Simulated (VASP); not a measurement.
# As (P4/mmm) in VASP: a series of runs, part 2 of 2

VASP 6.6.1.

### 3 Single point, PBEsol

The input, INCAR:

```
SYSTEM = As
ALGO = Normal
EDIFF = 1E-6
ENCUT = 500
GGA = PS
GGA_COMPAT = .False.
ISIF = 2
ISMEAR = -1
LASPH = .True.
LCHARG = .True.
LELF = .True.
LREAL = .False.
LVHAR = .True.
LWAVE = .False.
NBANDS = 8
NELM = 120
PREC = Accurate
SIGMA = 0.05
```

The input, KPOINTS:

```
k-points
0
Gamma
  10 10 10
  0 0 0
```

The input, POSCAR:

```
As
1.0
    2.6770438362      0.0000000000      0.0000000000
    0.0000000000      2.6770438362      0.0000000000
    0.0000000000      0.0000000000      2.7577553793
As
1
Direct
    0.5000000000      0.5000000000      0.5000000000
```

Potentials or basis: VASP PAW PBE potentials, release 64 (As).

Run with:

```bash
$ cat potpaw_PBE.64/As/POTCAR > POTCAR
$ mpirun -np 1 vasp_std > vasp.out
```

OUTCAR:

```text
SYSTEM = As
   EDIFF = 1E-6
   ENCUT = 500
   GGA = PS
   ISIF = 2
   ISMEAR = -1
   LASPH = .True.
   LREAL = .False.
   NELM = 120
   PREC = Accurate

 ion  position               nearest neighbor table
   1  0.500  0.500  0.500-

  LATTYP: Found a simple tetragonal cell.
 ALAT       =     2.6770438362
 C/A-ratio  =     1.0301495037

  Lattice vectors:

 A1 = (   2.6770438362,   0.0000000000,   0.0000000000)
 A2 = (   0.0000000000,   2.6770438362,   0.0000000000)
 A3 = (   0.0000000000,   0.0000000000,   2.7577553793)

Analysis of symmetry for initial positions (statically):
=====================================================================
 Subroutine PRICEL returns:
 Original cell was already a primitive cell.

 Routine SETGRP: Setting up the symmetry group for a
 simple tetragonal supercell.

 Subroutine GETGRP returns: Found 16 space group operations
 (whereof 16 operations were pure point group operations)
 out of a pool of 16 trial point group operations.

The static configuration has the point symmetry D_4h.

Analysis of symmetry for dynamics (positions and initial velocities):
=====================================================================
 Subroutine PRICEL returns:
 Original cell was already a primitive cell.

 Routine SETGRP: Setting up the symmetry group for a
 simple tetragonal supercell.

 Subroutine GETGRP returns: Found 16 space group operations
 (whereof 16 operations were pure point group operations)
 out of a pool of 16 trial point group operations.

The dynamic configuration has the point symmetry D_4h.

 Subroutine INISYM returns: Found 16 space group operations
 (whereof 16 operations are pure point group operations),
 and found     1 'primitive' translations

----------------------------------------------------------------------------------------

                                     Primitive cell

  volume of cell :      19.7636

  direct lattice vectors                    reciprocal lattice vectors
     2.677043836  0.000000000  0.000000000     0.373546367  0.000000000  0.000000000
     0.000000000  2.677043836  0.000000000     0.000000000  0.373546367  0.000000000
     0.000000000  0.000000000  2.757755379     0.000000000  0.000000000  0.362613743

  length of vectors
     2.677043836  2.677043836  2.757755379     0.373546367  0.373546367  0.362613743

  position of ions in fractional coordinates (direct lattice)
     0.500000000  0.500000000  0.500000000

  ion indices of the primitive-cell ions
   primitive index   ion index
                 1           1

----------------------------------------------------------------------------------------

 KPOINTS: k-points

Automatic generation of k-mesh.
 Grid dimensions read from file:
 generate k-points for:   10   10   10

 Generating k-lattice:

  Cartesian coordinates                     Fractional coordinates (reciprocal lattice)
     0.037354637  0.000000000  0.000000000     0.100000000  0.000000000  0.000000000
     0.000000000  0.037354637  0.000000000     0.000000000  0.100000000  0.000000000
     0.000000000  0.000000000  0.036261374     0.000000000  0.000000000  0.100000000

  Length of vectors
     0.037354637  0.037354637  0.036261374

  Shift w.r.t. Gamma in fractional coordinates (k-lattice)
     0.000000000  0.000000000  0.000000000

 Subroutine IBZKPT returns following result:
 ===========================================

 Found    126 irreducible k-points:

 Following reciprocal coordinates:
            Coordinates               Weight
  0.000000  0.000000  0.000000      1.000000
  0.100000  0.000000  0.000000      4.000000
  0.200000  0.000000  0.000000      4.000000
  0.300000  0.000000  0.000000      4.000000
  0.400000  0.000000  0.000000      4.000000
  0.500000  0.000000  0.000000      2.000000
[... 16 lines left out ...]
  0.100000  0.000000  0.100000      8.000000
  0.200000  0.000000  0.100000      8.000000
 [... further k-points ...]
   k-points           NKPTS =    126   k-points in BZ     NKDIM =    126   number of bands    NBANDS=      8
   number of dos      NEDOS =    301   number of ions     NIONS =      1
   total plane-waves  NPLWV =   8000
   dimension x,y,z NGX =    20 NGY =   20 NGZ =   20
   dimension x,y,z NGXF=    40 NGYF=   40 NGZF=   40
   ions per type =               1
   NGX,Y,Z   is equivalent  to a cutoff of  12.42, 12.42, 12.06 a.u.
   NGXF,Y,Z  is equivalent  to a cutoff of  24.84, 24.84, 24.11 a.u.
 SYSTEM =  As
   PREC   = accura    normal or accurate (medium, high low for compatibility)
   ISTART =      0    job   : 0-new  1-cont  2-samecut
   ICHARG =      2    charge: 1-file 2-atom 10-const
   ISPIN  =      1    spin polarized calculation?
   LNONCOLLINEAR =      F non collinear calculations
   LSORBIT =      F    spin-orbit coupling
   LASPH  =      T    aspherical Exc in radial PAW
   ENCUT  =  500.0 eV  36.75 Ry    6.06 a.u.   4.88  4.88  5.03*2*pi/ulx,y,z
   NELM   =    120;   NELMIN=  2; NELMDL= -5     # of ELM steps
   EDIFF  = 0.1E-05   stopping-criterion for ELM
   LREAL  =      F    real-space projection
   EDIFFG = 0.1E-04   stopping-criterion for IOM
   NSW    =      0    number of steps for IOM
   IBRION =     -1    ionic relax: 0-MD 1-quasi-New 2-CG
   NFREE  =      0    steps in history (QN), initial steepest desc. (CG)
   ISIF   =      2    stress and relaxation
   ISYM   =      2    0-nonsym 1-usesym 2-fastsym
   POTIM  = 0.5000    time-step for ionic-motion
   TEBEG  =    0.0;   TEEND  =   0.0 temperature during run
   PSTRESS=    0.0 pullay stress
   NELECT =       5.0000    total number of electrons
   NUPDOWN=      -1.0000    fix difference up-down
   EMIN   =  10.00;   EMAX   =-10.00  energy-range for DOS
[... 5 lines left out ...]
     AMIX     =   0.40;   BMIX     =  1.00
     AMIX_MAG =   1.60;   BMIX_MAG =  1.00
  volume/ion in A,a.u.               =      19.76       133.37
  Fermi-wavevector in a.u.,A,eV,Ry     =   1.035403  1.956627 14.586243  1.072059
  Thomas-Fermi vector in A             =   2.169744
   LORBIT       =      0    0 simple, 1 ext, 2 COOP (PROOUT), +10 PAW based schemes
   GGA     = PS    functional components
   LHFCALC =     F    Hartree Fock is set to
   AEXX    =    0.0000 exact exchange contribution
   IVDW    =     0    specifies the selected vdW correction
   LEPSILON=     F    determine dielectric tensor
   LRPA    =     F    only Hartree local field effects (RPA)
 non-spin polarized calculation
  energy-cutoff  :      500.00
  volume of cell :       19.76
 maximum number of plane-waves:       516
 NGX is ok and might be reduce to    20

 number of electron       5.0000000 magnetization

 Free energy of the ion-electron system (eV)
  ---------------------------------------------------
  ext. energy  EPLUGINS =         0.00000000
  ---------------------------------------------------
  free energy    TOTEN  =        -5.04011142 eV

  energy without entropy =       -5.03732456  energy(sigma->0) =       -5.03871799

 E-fermi :   5.7468     XC(G=0): -10.5542

 val. band max:        5.7279927904   @ k =   0.2000   0.2000   0.2000
 cond. band min:       5.7498881005   @ k =   0.5000   0.3000   0.3000
 fundamental gap:      0.0218953101
 Fermi energy:         5.7468485118

 k-point     1 :       0.0000    0.0000    0.0000
  band No.  band energies     occupation
      1      -9.1890      2.00000
      2       9.2888      0.00000
      3      10.2977      0.00000
      4      10.2977      0.00000
      5      13.9618      0.00000
      6      14.5441      0.00000
      7      16.3479      0.00000
      8      30.4894      0.00000

 k-point     2 :       0.1000    0.0000    0.0000
  band No.  band energies     occupation
      1      -8.9988      2.00000
      2       8.1710      0.00000
      3       9.4580      0.00000
      4      10.4664      0.00000
      5      14.1905      0.00000
      6      15.5125      0.00000
      7      17.9342      0.00000
      8      27.9768      0.00000
[... 221 lines left out ...]
 k-point    23 :       0.1000    0.0000    0.1000
  band No.  band energies     occupation
      1      -8.8262      2.00000
      2       7.5296      0.00000
      3       8.3619      0.00000
      4      10.6155      0.00000
      5      15.3666      0.00000
      6      16.6274      0.00000
      7      18.1267      0.00000
      8      25.8226      0.00000

 k-point    24 :       0.2000    0.0000    0.1000
  band No.  band energies     occupation
      1      -8.2648      2.00000
      2       5.1677      1.99998
      3       8.0815      0.00000
      4      11.0974      0.00000
      5      15.9361      0.00000
      6      17.2795      0.00000
      7      21.2918      0.00000
      8      23.3876      0.00000

 [... further k-points ...]
[... 5 lines left out ...]
  --------------------------------------------------------------------------------------
  -------------------------------------------------------------------------------------
  Total        0.1122971      0.1122971     -0.6359641      0.0000000      0.0000000     -0.0000000
  in kB        9.1035830      9.1035830    -51.5556778      0.0000000      0.0000000     -0.0000000
  external PRESSURE =     -11.1161706 kB  Pullay stress =       0.0000000 kB

 VOLUME and BASIS-vectors are now :
 -----------------------------------------------------------------------------
  energy-cutoff  :      500.00
  volume of cell :       19.76
      direct lattice vectors                 reciprocal lattice vectors
     2.677043836  0.000000000  0.000000000     0.373546367  0.000000000  0.000000000
     0.000000000  2.677043836  0.000000000     0.000000000  0.373546367  0.000000000
     0.000000000  0.000000000  2.757755379     0.000000000  0.000000000  0.362613743

 POSITION                                       TOTAL-FORCE (eV/Angst)
 -----------------------------------------------------------------------------------
      1.33852      1.33852      1.37888         0.000000      0.000000      0.000000
 -----------------------------------------------------------------------------------
    total drift:                                0.000000      0.000000      0.000000

  FREE ENERGIE OF THE ION-ELECTRON SYSTEM (eV)
  ---------------------------------------------------
  free  energy   TOTEN  =        -5.0401114244 eV

  energy  without entropy=       -5.0373245639  energy(sigma->0) =       -5.03871799
```

OSZICAR:

```text
N       E                     dE             d eps       ncg     rms          rms(c)
DAV:   1     0.667082726472E+01    0.66708E+01   -0.20194E+03  2040   0.440E+02
DAV:   2    -0.492645082648E+01   -0.11597E+02   -0.11323E+02  2744   0.578E+01
DAV:   3    -0.504315197860E+01   -0.11670E+00   -0.11657E+00  2264   0.799E+00
DAV:   4    -0.504326682447E+01   -0.11485E-03   -0.11485E-03  3120   0.281E-01
DAV:   5    -0.504326689159E+01   -0.67115E-07   -0.67762E-07  2264   0.426E-03    0.212E+00
DAV:   6    -0.504127452524E+01    0.19924E-02   -0.30473E-04  2640   0.138E-01    0.126E+00
DAV:   7    -0.504009491142E+01    0.11796E-02   -0.85568E-04  2208   0.225E-01    0.659E-02
DAV:   8    -0.504011082547E+01   -0.15914E-04   -0.27555E-05  2784   0.378E-02    0.420E-03
DAV:   9    -0.504011142436E+01   -0.59889E-06   -0.48508E-07  2352   0.525E-03
   1 F= -.50401114E+01 E0= -.50387180E+01  d E =-.278686E-02
```

stdout:

```text
POSCAR found type information on POSCAR As
 POSCAR found :  1 types and       1 ions
 scaLAPACK will be used
 -----------------------------------------------------------------------------
|                                                                             |
|                                                                             |
|     You enforced a specific xc type in the INCAR file but a different       |
|     I HOPE YOU KNOW WHAT YOU ARE DOING!                                     |
|                                                                             |
 -----------------------------------------------------------------------------

 LDA part: xc-table for (Slater+PW92), standard interpolation
 POSCAR, INCAR and KPOINTS ok, starting setup
 FFT: planning ... GRIDC
 FFT: planning ... GRID_SOFT
 FFT: planning ... GRID
 WAVECAR not read
 entering main loop
```

It took 5.1 s on 1 thread of Intel Xeon 6975P-C (Granite Rapids), shared host; peak memory 0.13 GiB.

What came out:

```yaml
Free_energy: -5.0401 eV
Pressure: -1.1 GPa
```

Stress tensor (GPa, compression positive):
```
 0.91  0.00  0.00
 0.00  0.91  0.00
 0.00  0.00 -5.16
```

Caveat: the PAW data sets were made with another functional, which shifts forces and pressure a little.

### 4 Single point, PBEsol

This run uses another cell than the first one, of the same volume but with other edges.

The input, INCAR:

```
  ALGO = Normal
  EDIFF = 1E-6
  ENCUT = 500
  GGA = PS
  GGA_COMPAT = False
  ISIF = 2
  ISMEAR = -1
  LASPH = True
  LCHARG = True
  LELF = True
  LREAL = False
  LVHAR = True
  LWAVE = False
  NBANDS = 8
  NELM = 120
  PREC = Accurate
  SIGMA = 0.05
```

The input, KPOINTS:

```
k-points
0
Gamma
  10 10 10
```

The input, POSCAR:

```
As
1.0
    2.6511780718      0.0000000000      0.0000000000
    0.0000000000      2.6511780718      0.0000000000
    0.0000000000      0.0000000000      2.8118290142
As
1
Direct
    0.5000000000      0.5000000000      0.5000000000
```

Potentials or basis: VASP PAW PBE potentials, release 64 (As).

Run with:

```bash
$ cat potpaw_PBE.64/As/POTCAR > POTCAR
$ mpirun -np 1 vasp_std > vasp.out
```

OUTCAR:

```text
EDIFF = 1E-6
   ENCUT = 500
   GGA = PS
   ISIF = 2
   ISMEAR = -1
   LASPH = True
   LREAL = False
   NELM = 120
   PREC = Accurate

 ion  position               nearest neighbor table
   1  0.500  0.500  0.500-

  LATTYP: Found a simple tetragonal cell.
 ALAT       =     2.6511780718
 C/A-ratio  =     1.0605960588

  Lattice vectors:

 A1 = (   2.6511780718,   0.0000000000,   0.0000000000)
 A2 = (   0.0000000000,   2.6511780718,   0.0000000000)
 A3 = (   0.0000000000,   0.0000000000,   2.8118290142)

Analysis of symmetry for initial positions (statically):
[... 435 lines left out ...]
      3       7.6091      0.00000
      4      11.4378      0.00000
      5      15.9861      0.00000
      6      16.8518      0.00000
      7      21.4529      0.00000
      8      23.3883      0.00000

 [... further k-points ...]
[... 5 lines left out ...]
  --------------------------------------------------------------------------------------
  -------------------------------------------------------------------------------------
  Total        0.3933541      0.3933541     -1.0137624      0.0000000      0.0000000     -0.0000000
  in kB       31.8880240     31.8880240    -82.1826324      0.0000000      0.0000000     -0.0000000
  external PRESSURE =      -6.1355281 kB  Pullay stress =       0.0000000 kB

 VOLUME and BASIS-vectors are now :
 -----------------------------------------------------------------------------
  energy-cutoff  :      500.00
  volume of cell :       19.76
      direct lattice vectors                 reciprocal lattice vectors
     2.651178072  0.000000000  0.000000000     0.377190808  0.000000000  0.000000000
     0.000000000  2.651178072  0.000000000     0.000000000  0.377190808  0.000000000
     0.000000000  0.000000000  2.811829014     0.000000000  0.000000000  0.355640402

 POSITION                                       TOTAL-FORCE (eV/Angst)
 -----------------------------------------------------------------------------------
      1.32559      1.32559      1.40591         0.000000      0.000000      0.000000
 -----------------------------------------------------------------------------------
    total drift:                                0.000000      0.000000     -0.000000

  FREE ENERGIE OF THE ION-ELECTRON SYSTEM (eV)
  ---------------------------------------------------
  free  energy   TOTEN  =        -5.0184733702 eV

  energy  without entropy=       -5.0148986133  energy(sigma->0) =       -5.01668599
```

OSZICAR:

```text
N       E                     dE             d eps       ncg     rms          rms(c)
DAV:   1     0.734879739496E+01    0.73488E+01   -0.20664E+03  2032   0.447E+02
DAV:   2    -0.489093796547E+01   -0.12240E+02   -0.11984E+02  2688   0.594E+01
DAV:   3    -0.502165501905E+01   -0.13072E+00   -0.13067E+00  2320   0.848E+00
DAV:   4    -0.502178862421E+01   -0.13361E-03   -0.13361E-03  3032   0.304E-01
DAV:   5    -0.502178868178E+01   -0.57568E-07   -0.57784E-07  2344   0.375E-03    0.215E+00
DAV:   6    -0.501968862848E+01    0.21001E-02   -0.35432E-04  2696   0.142E-01    0.127E+00
DAV:   7    -0.501845843715E+01    0.12302E-02   -0.93416E-04  2192   0.229E-01    0.633E-02
DAV:   8    -0.501847274795E+01   -0.14311E-04   -0.34921E-05  2728   0.411E-02    0.486E-03
DAV:   9    -0.501847337015E+01   -0.62220E-06   -0.60734E-07  2464   0.597E-03
   1 F= -.50184734E+01 E0= -.50166860E+01  d E =-.357476E-02
```

stdout:

```text
POSCAR found type information on POSCAR As
 POSCAR found :  1 types and       1 ions
 scaLAPACK will be used
 -----------------------------------------------------------------------------
|                                                                             |
|                                                                             |
|     You enforced a specific xc type in the INCAR file but a different       |
|     I HOPE YOU KNOW WHAT YOU ARE DOING!                                     |
|                                                                             |
 -----------------------------------------------------------------------------

 LDA part: xc-table for (Slater+PW92), standard interpolation
 POSCAR, INCAR and KPOINTS ok, starting setup
 FFT: planning ... GRIDC
 FFT: planning ... GRID_SOFT
 FFT: planning ... GRID
 WAVECAR not read
 entering main loop
```

It took 5.2 s on 1 thread of Intel Xeon 6975P-C (Granite Rapids), shared host; peak memory 0.13 GiB.

Results:

- Free energy: -5.0185 eV
- Pressure: -0.6 GPa

Stress tensor (GPa, compression positive):
```
 3.19  0.00  0.00
 0.00  3.19  0.00
 0.00  0.00 -8.22
```

Levels at points of the mesh, in eV from the Fermi level:
```csv
k point,band 1,band 2,band 3,band 4,band 5
"(0.00, 0.00, 0.00)",-14.98,2.89,4.86,4.86,7.72
"(0.50, 0.00, 0.00)",-11.51,-7.00,5.45,7.39,11.08
"(0.50, 0.50, 0.00)",-7.84,-4.11,-4.11,2.56,7.87
"(0.00, 0.00, 0.50)",-12.40,-6.84,6.72,6.72,11.21
"(0.50, 0.00, 0.50)",-8.83,-4.78,-3.83,2.41,9.13
"(0.50, 0.50, 0.50)",-4.85,-2.12,-2.12,-1.07,5.53
```

Caveat: the PAW data sets were made with another functional, which shifts forces and pressure a little.

### 5 Overview

```tsv
cell	gap on the mesh (eV)	pressure (GPa)
a = 2.731, b = 2.731, c = 2.650 Å, 1 atom	none	-1.1
a = 2.677, b = 2.677, c = 2.758 Å, 1 atom	none	-1.1
a = 2.651, b = 2.651, c = 2.812 Å, 1 atom	none	-0.6
```

Alike in all rows: task single point; level PBEsol; potentials or basis VASP PAW PBE potentials, release 64 (As); no spin polarisation; k mesh 10 × 10 × 10; cutoff (eV) 500; smearing fermi-dirac 0.05 eV.

Caveats: the PAW data sets were made with another functional, which shifts forces and pressure a little.

Absolute energies hang on the potentials; compare differences alone.
